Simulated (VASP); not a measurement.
**C (a cell with a defect): single point with PBE+D3(BJ)**

The system is C (a cell with a defect).

```
C
1.0
     5.67096    0.00000   -3.40266
    -2.86774   -4.92985   -3.35949
    -2.86774    4.92985   -3.35949
C
33
Direct
  0.41730 0.04112 0.54201
  0.65789 0.78179 0.52990
  0.90683 0.53044 0.52246
  0.41580 0.28979 0.29125
  0.16683 0.29076 0.54139
  0.67127 0.04411 0.29451
  0.92327 0.79718 0.29545
  0.41008 0.53398 0.03795
  0.16952 0.54431 0.29281
  0.66023 0.28563 0.03844
  0.93492 0.06043 0.05774
  0.41598 0.79211 0.79079
  0.18892 0.81059 0.05963
  0.65398 0.53384 0.79155
  0.92163 0.29552 0.79585
  0.17958 0.05431 0.80447
  0.58185 0.95545 0.45564
  0.82683 0.69920 0.44356
  0.07888 0.45360 0.45166
  0.58307 0.20753 0.20955
  0.33413 0.20870 0.46056
  0.84454 0.96966 0.21783
  0.09582 0.71834 0.21778
  0.56235 0.43707 0.94939
  0.33293 0.45658 0.20908
  0.84056 0.21504 0.96391
  0.10855 0.98252 0.98040
  0.56856 0.69842 0.69224
  0.33990 0.71406 0.96418
  0.83662 0.46310 0.70489
  0.08797 0.21341 0.71374
  0.33746 0.96217 0.71232
  0.84165 0.67898 0.86320
```

```yaml
Program: VASP 6.6.1
Task: single point
Functional: PBE
Dispersion: D3(BJ)
Potentials_or_basis: VASP PAW PBE potentials, release 64 (C)
Cutoff: 520 eV
k_mesh: 2 × 2 × 2, shifted
Occupations: gaussian, width 0.02 eV
Spin: no spin polarisation
Dipole_correction: no
Further_INCAR_settings: LREAL = Auto; ALGO = Normal; EDIFF = 1e-06; NBANDS = 88
```

```
Pressure                   : 3.1 GPa
Largest force              : 0.824 eV/Å
Band gap on the k mesh     : 0.42 eV
Dispersion energy per atom : -0.157 eV
```

Forces on the atoms (eV/Å):
```
C   -0.011 -0.011 -0.007
C   -0.018  0.003 -0.023
C    0.028 -0.090  0.097
C   -0.015  0.007  0.010
C   -0.013 -0.023  0.011
C    0.001  0.001 -0.013
C    0.028 -0.056  0.048
C   -0.039  0.020  0.057
C    0.003 -0.018  0.025
C   -0.018  0.008  0.033
C    0.027 -0.036 -0.047
C   -0.010 -0.046 -0.012
C    0.018 -0.035 -0.125
C   -0.143  0.034  0.095
C   -0.039 -0.026 -0.178
C   -0.018 -0.016 -0.021
C   -0.004 -0.016 -0.024
C    0.030 -0.038  0.037
C    0.015 -0.038  0.080
C   -0.013 -0.004  0.006
C   -0.013 -0.002 -0.002
C    0.021 -0.046 -0.018
C    0.026 -0.049 -0.002
C   -0.057  0.073  0.140
C   -0.020  0.010  0.016
C   -0.004 -0.032 -0.079
C   -0.030 -0.009 -0.096
C   -0.038 -0.035  0.095
C   -0.012 -0.008 -0.067
C   -0.014 -0.124 -0.400
C   -0.005 -0.008 -0.038
C   -0.026 -0.013  0.004
C    0.361  0.624  0.398
```

Stress tensor (GPa, compression positive):
```
 2.28 -2.86 -0.49
-2.86  4.20 -0.08
-0.49 -0.08  2.71
```

Levels at points of the mesh, in eV from the valence-band top:
| k point | band 63 | band 64 | band 65 | band 66 | band 67 | band 68 | band 69 | band 70 |
| --- | --- | --- | --- | --- | --- | --- | --- | --- |
| (0.25, 0.25, 0.25) | -2.62 | -2.58 | -1.45 | -0.15 | 0.57 | 1.24 | 2.06 | 2.13 |

It took 3.5 min on 1 thread of Intel(R) Xeon(R) Platinum 8259CL CPU @ 2.50GHz (Skylake/Cascade Lake), on a shared host, peak memory 0.35 GiB.
